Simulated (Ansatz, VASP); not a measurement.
Al in VASP and in Ansatz

```xyz
1
Lattice="0.0000 1.9914 1.9914 1.9914 0.0000 1.9914 1.9914 1.9914 0.0000" Properties=species:S:1:pos:R:3 pbc="T T T"
Al    0.0000    0.0000    0.0000
```

Alike in both runs: task relaxation of cell and atoms; functional PBEsol; k mesh 18 × 18 × 18; occupations gaussian, width 0.1 eV; no spin polarisation.

|  | VASP | Ansatz |
| --- | --- | --- |
| version | VASP 6.6.1 | Ansatz 0.2.0 |
| potentials or method | VASP PAW PBE potentials, release 64 (Al), cutoff 600 eV | scalar-relativistic, plane waves, PAW |
| valence electrons in the cell | 3 | 3 |

```tsv
	VASP	Ansatz	Ansatz less VASP
gap on the k mesh at the Fermi level, each at its own relaxed structure (eV)	none	none	-
relaxed volume (Å³/atom)	16.19	16.18	-0.015
relaxed cell length with the largest relative difference (Å)	2.840	2.839	-0.0009
```

VASP's potentials were made for PBE, not for PBEsol. A gap of «none» marks a metal or a gap that the smearing closes.
